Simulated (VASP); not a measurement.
Here is a VASP 6.6.1 calculation.

INCAR

```
PREC = Accurate
ENCUT = 520
EDIFF = 1E-6
ISMEAR = -1
SIGMA = 0.05
LREAL = F
LASPH = T
NELM = 80
ALGO = Normal
ISIF = 2
LWAVE = F
LCHARG = F
GGA = PS
NBANDS = 17
```

KPOINTS

```
regular mesh
0
Gamma
  8 8 8
```

The input POSCAR:

```
PbS
1.0
    0.0000000000      2.8804116777      2.8804116777
    2.8804116777      0.0000000000      2.8804116777
    2.8804116777      2.8804116777      0.0000000000
Pb S
1 1
Direct
    0.0000000000      0.0000000000      0.0000000000
    0.5000000000      0.5000000000      0.5000000000
```

Potentials or basis: VASP PAW PBE potentials, release 64 (Pb_d, S).

Command:

```sh
$ cat potpaw_PBE.64/Pb_d/POTCAR potpaw_PBE.64/S/POTCAR > POTCAR
$ mpirun -np 1 vasp_std > vasp.out
```

Task: Estimate the band gap on the k mesh.

Result: 0.11 eV, direct.

Task: Predict the pressure.

Result: 4.9 GPa.

Caveat: the PAW data sets were made with another functional, which shifts forces and pressure a little; spin-orbit coupling is left out, which moves the levels of the heavy elements. A k mesh can miss the band edges.
